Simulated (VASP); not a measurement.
Wanted: the native input for a VASP 6.6.1 run.

| Item | Value |
| --- | --- |
| Task | relaxation of cell and atoms |
| Functional | PBEsol |
| Potentials or basis | VASP PAW PBE potentials, release 64 (Ca_sv, Ge_d, Sb) |
| Cutoff | 600 eV |
| k mesh | 6 × 6 × 4 |
| Occupations | fermi-dirac, width 0.03 eV |
| Spin | no spin polarisation |
| Dipole correction | no |
| Further INCAR settings | ALGO = Normal; EDIFF = 1e-06; IBRION = 2; EDIFFG = -0.01; NSW = 100; ISIF = 3 |

The structure of Ca2GeSb2 lies in POSCAR:

```
Ca2GeSb2
1.0
    4.7207168500      0.0000000000      0.0000000000
   -2.3603584200      4.0882607100      0.0000000000
    0.0000000000      0.0000000000      7.8246142600
Ca Ge Sb
2 1 2
Direct
    0.6666666700      0.3333333300      0.3835732800
    0.3333333300      0.6666666700      0.6164267200
    0.0000000000      0.0000000000      0.0000000000
    0.6666666700      0.3333333300      0.7768952300
    0.3333333300      0.6666666700      0.2231047700
```

One way to write it, as run:

INCAR

```
PREC     = Accurate       # precision mode
ENCUT    = 600            # plane-wave cutoff, eV
EDIFF    = 1E-6           # SCF threshold, eV
ISMEAR   = -1             # smearing method
SIGMA    = 0.03           # smearing width, eV
LREAL    = False          # projectors in reciprocal space
LASPH    = True           # aspherical terms in the spheres
NELM     = 60             # most SCF steps
ALGO     = Normal         # electronic algorithm
ISIF     = 3              # what is computed and relaxed
LWAVE    = False          # write WAVECAR
LCHARG   = False          # write CHGCAR
GGA      = PS             # functional
IBRION   = 2              # ionic algorithm
NSW      = 100            # ionic steps
EDIFFG   = -0.01          # ionic threshold
```

KPOINTS

```
regular mesh
0
Gamma
  6 6 4
```

Potentials or basis: VASP PAW PBE potentials, release 64 (Ca_sv, Ge_d, Sb).

Run with:

```console
$ cat potpaw_PBE.64/Ca_sv/POTCAR potpaw_PBE.64/Ge_d/POTCAR potpaw_PBE.64/Sb/POTCAR > POTCAR
$ mpirun -np 1 vasp_std > vasp.out
```

It gave:

```json
{
  "Relaxed volume": "29.98 Å³/atom",
  "Relaxed cell": "a = 5.202 Å, b = 5.202 Å, c = 6.396 Å, α = 90.00°, β = 90.00°, γ = 120.00°",
  "Space group after relaxing (to 0.1 Å)": "P-3m1 (No. 164)",
  "Energy gained by relaxing": "221.4 meV/atom",
  "Ionic steps": "32",
  "Pressure after relaxing": "0.0 GPa",
  "Largest force after relaxing": "0.010 eV/Å",
  "Band gap on the k mesh": "zero (bands 22 and 23 overlap by 0.10 eV)"
}
```

Caveat: a cell axis changed by over 15 % at a fixed basis, so the end point is rough; the PAW data sets were made with another functional, which shifts forces and pressure a little; spin-orbit coupling is left out, which moves the levels of the heavy elements.

Run time: 66 min on 1 thread of Intel Xeon 8259CL, with other jobs on the host, peak memory 0.42 GiB.
